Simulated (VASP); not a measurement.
A run of VASP 6.6.1:

INCAR

```
  ALGO = Normal
  EDIFF = 1E-6
  ENCUT = 520
  GGA = PE
  ISIF = 2
  ISMEAR = -1
  LASPH = T
  LCHARG = F
  LREAL = F
  LWAVE = F
  NBANDS = 18
  NELM = 80
  PREC = Accurate
  SIGMA = 0.03
```

KPOINTS

```
k-points
0
Gamma
  13 13 7
```

POSCAR

```
Ag
1.0
    2.9299980804     -0.0585999616     -0.0585999616
   -1.5157480956      2.5667527515     -0.0214490746
   -0.0958000000     -0.0958000000      4.7900000000
Ag
2
Direct
    0.3333333333      0.6666666667      0.2500000000
    0.6666666667      0.3333333333      0.7500000000
```

Potentials or basis: VASP PAW PBE potentials, release 64 (Ag).

The run is started by

```console
$ cat potpaw_PBE.64/Ag/POTCAR > POTCAR
$ mpirun -np 1 vasp_std > vasp.out
```

Hardware: 1 thread of Intel Xeon 8259CL, with other jobs on the host.

Q: How long does it take, and how much memory?

A: It took 4.3 min on 1 thread of Intel Xeon 8259CL (shared host), peak memory 0.41 GiB. Counts: scf iterations 11, k points 592.
